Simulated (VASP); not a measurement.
The system is MgO.

```
Mg O
1.0
     4.65672    0.00000    0.00000
     0.00000    4.65672    0.00000
     0.00000    0.00000    3.60324
Mg O
1 1
Direct
  0.50000 0.50000 0.00000
  0.50000 0.50000 0.50000
```

| Property | Result |
| --- | --- |
| Program | VASP 6.6.1 |
| Task | relaxation of cell and atoms |
| Functional | PBE |
| Potentials or basis | VASP PAW PBE potentials, release 64 (Mg, O) |
| Cutoff | 600 eV |
| k mesh | 6 × 6 × 8 |
| Occupations | gaussian, width 0.02 eV |
| Spin | no spin polarisation |

At the start: pressure 0.1 GPa; volume 39.07 Å³/atom.

How do energy, volume and symmetry change on relaxing?

Over 17 steps the energy falls by 4.5 meV/atom and the volume is 48.03 Å³/atom (+22.9 %); space group P4/mmm (No. 123, to 0.05 Å).

The path:
```tsv
step	energy change (eV)	largest force (eV/Å)	pressure (GPa)	volume (Å³)
1	0.0000	0.0000	0.12	78.14
2	-0.0003	0.0000	0.08	78.46
3	-0.0010	0.0000	-0.02	79.44
4	-0.0018	0.0000	-0.24	81.42
5	-0.0019	0.0000	-0.22	81.46
6	-0.0020	0.0000	-0.21	81.59
7	-0.0023	0.0000	-0.19	81.84
8	-0.0029	0.0000	-0.15	82.35
9	-0.0039	0.0000	-0.06	83.37
10	-0.0055	0.0000	0.11	85.43
11	-0.0067	0.0000	0.35	89.60
12	-0.0070	0.0000	0.35	90.46
13	-0.0079	0.0000	0.30	93.05
14	-0.0084	0.0000	0.19	98.35
15	-0.0085	0.0000	0.22	96.59
16	-0.0089	0.0000	0.13	96.35
17	-0.0091	0.0000	0.01	96.06
```

Final structure:
```
Mg O
1.0
     5.16073    0.00000    0.00000
     0.00000    5.16073    0.00000
     0.00000    0.00000    3.60669
Mg O
1 1
Direct
  0.50000 0.50000 0.00000
  0.50000 0.50000 0.50000
```

Caveat: the volume moved by over 15 % at a fixed basis, so the end points are rough.
